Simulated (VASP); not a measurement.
W, 1 atom in the cell. Symmetry: Im-3m, No. 229, cubic system. The conventional cell has a = 3.185 Å, b = 3.185 Å, c = 3.185 Å, α = 90.00°, β = 90.00°, γ = 90.00°. Within 3.6 Å of W (site symmetry m-3m) lie 14 W at 2.76 to 3.18 Å. 

| Item | Value |
| --- | --- |
| Program | VASP 6.6.1 |
| Task | single point |
| Functional | PBE |
| Potentials or basis | VASP PAW PBE potentials, release 64 (W_sv) |
| Cutoff | 520 eV |
| k mesh | 14 × 14 × 14 |
| Occupations | fermi-dirac, width 0.08 eV |
| Spin | no spin polarisation |
| Dipole correction | no |
| Further INCAR settings | ALGO = Normal; EDIFF = 1e-06; NBANDS = 13 |

Potentials or basis: VASP PAW PBE potentials, release 64 (W_sv).

Command:

```console
$ cat potpaw_PBE.64/W_sv/POTCAR > POTCAR
$ mpirun -np 1 vasp_std > vasp.out
```

Hardware: 1 thread of Intel(R) Xeon(R) Platinum 8488C (Sapphire Rapids), on a shared host.

Q: How long does it take, and how much memory?

A: Wall time 11 s on 1 thread of Intel(R) Xeon(R) Platinum 8488C (Sapphire Rapids) (shared host), peak memory 0.15 GiB. Counts: scf iterations 11, k points 104.
